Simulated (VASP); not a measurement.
A run of VASP 6.6.1 is set up as follows.

Contents of POSCAR:

```
LiH
1.0
    2.5374324314      0.0000000000      0.0000000000
    0.0000000000      2.5374324314      0.0000000000
    0.0000000000      0.0000000000      2.5016587118
Li H
1 1
Direct
    0.0000000000      0.0000000000      0.0000000000
    0.5000000000      0.5000000000      0.5000000000
```

File INCAR.step1:

```
ALGO = Normal ; EDIFF = 1E-4
ENCUT = 520 ; GGA = PE
ISMEAR = 0 ; LASPH = True
LCHARG = False ; LREAL = False
LWAVE = True ; NBANDS = 9
NELM = 100 ; PREC = Accurate
SIGMA = 0.01
```

Contents of INCAR.step2:

```
ALGO = Normal ; EDIFF = 1E-6
ENCUT = 520 ; ISIF = 2
ISMEAR = 0 ; ISTART = 1
LASPH = True ; LCHARG = True
LELF = True ; LMIXTAU = True
LREAL = False ; LVHAR = True
LWAVE = False ; METAGGA = R2SCAN
NBANDS = 9 ; NELM = 100
PREC = Accurate ; SIGMA = 0.01
```

KPOINTS

```
k-points
0
Gamma
  10 10 10
```

Potentials or basis: VASP PAW PBE potentials, release 64 (Li_sv, H).

Launch:

```sh
$ cat potpaw_PBE.64/Li_sv/POTCAR potpaw_PBE.64/H/POTCAR > POTCAR
$ cp INCAR.step1 INCAR
$ mpirun -np 1 vasp_std > vasp.out
$ cp INCAR.step2 INCAR
$ mpirun -np 1 vasp_std > vasp.out
```

**Question.** Predict the band gap on the k mesh.

**Answer.** 1.24 eV (least direct gap 4.81 eV).

Caveat: the cell differs from its parent crystal (biaxial xy strain +1.4%). A k mesh can miss the band edges.
